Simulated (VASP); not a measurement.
A run of VASP 6.6.1 is set up as follows.

The input INCAR:

```
PREC = Accurate
ENCUT = 520
EDIFF = 1E-6
ISMEAR = -1
SIGMA = 0.05
LREAL = F
LASPH = T
NELM = 100
ALGO = Normal
ISIF = 2
LWAVE = F
LCHARG = F
GGA = PE
NBANDS = 14
```

KPOINTS

```
Automatic mesh
0
Gamma
  9 9 7
```

File POSCAR:

```
HfN
1.0
    3.5005449381      0.0000000000      0.0000000000
   -1.7502673710      3.0315536281      0.0000000000
    0.0000000000      0.0000000000      4.0476793747
Hf N
1 1
Direct
    0.0000000000      0.0000000000      0.5000000000
    0.0000000000      0.0000000000      0.0000000000
```

Potentials or basis: VASP PAW PBE potentials, release 64 (Hf_pv, N).

The run is started by

```bash
$ cat potpaw_PBE.64/Hf_pv/POTCAR potpaw_PBE.64/N/POTCAR > POTCAR
$ mpirun -np 1 vasp_std > vasp.out
```

Q: Estimate the pressure.

A: -5.0 GPa.

Stress tensor (GPa, compression positive):
```
 -1.84   0.00   0.00
  0.00  -1.84   0.00
  0.00   0.00 -11.20
```
